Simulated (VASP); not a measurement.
# BiBrO: single point with LDA

BiBrO:

```xyz
6
Lattice="4.0767 0.0000 0.0000 0.0000 4.0767 0.0000 0.0000 0.0000 8.2811" Properties=species:S:1:pos:R:3 pbc="T T T"
Bi    0.0000    2.0383    1.3048
Bi    2.0383    0.0000    6.9763
Br    0.0000    2.0383    5.3970
Br    2.0383    0.0000    2.8841
O     0.0000    0.0000    0.0000
O     2.0383    2.0383    0.0000
```

- Program: VASP 6.6.1
- Task: single point
- Functional: LDA
- Potentials or basis: VASP PAW LDA potentials, release 64 (Bi_d, Br, O)
- Cutoff: 520 eV
- k mesh: 8 × 8 × 4
- Occupations: gaussian, width 0.05 eV
- Spin: no spin polarisation

The pressure is -10.2 GPa and the largest force is 1.338 eV/Å. The band gap on the k mesh is 1.95 eV (least direct gap 2.04 eV).

Forces on the atoms (eV/Å):
```
Bi   0.000  0.000 -1.338
Bi   0.000  0.000  1.338
Br   0.000  0.000  0.437
Br   0.000  0.000 -0.437
O    0.000  0.000  0.000
O    0.000  0.000  0.000
```

Stress tensor (GPa, compression positive):
```
-11.01   0.00   0.00
  0.00 -11.01   0.00
  0.00   0.00  -8.64
```

Levels at points of the mesh, in eV from the valence-band top:
```csv
k point,band 25,band 26,band 27,band 28,band 29,band 30,band 31,band 32
"(0.00, 0.00, 0.00)",-0.80,-0.53,-0.53,-0.51,2.04,3.01,4.47,4.47
"(0.50, 0.00, 0.00)",-0.37,-0.37,-0.12,-0.12,3.88,3.88,4.41,4.41
"(0.50, 0.50, 0.00)",-0.59,-0.59,-0.51,-0.51,3.06,3.06,4.61,4.61
"(0.00, 0.00, 0.50)",-0.67,-0.28,-0.28,-0.09,1.95,2.25,4.36,4.36
"(0.50, 0.00, 0.50)",-0.38,-0.38,-0.02,-0.02,3.73,3.73,4.44,4.44
"(0.50, 0.50, 0.50)",-0.81,-0.81,-0.59,-0.59,3.58,3.58,4.78,4.78
```

Wall time 6.5 min on 1 thread of Intel Xeon 8259CL, with other jobs on the host, peak memory 0.32 GiB.

Caveat: the cell stands under tension; spin-orbit coupling is left out, which moves the levels of the heavy elements; forces of over 1 eV/Å act on the atoms, so gaps and moduli don't describe the material at rest. A k mesh can miss the band edges.
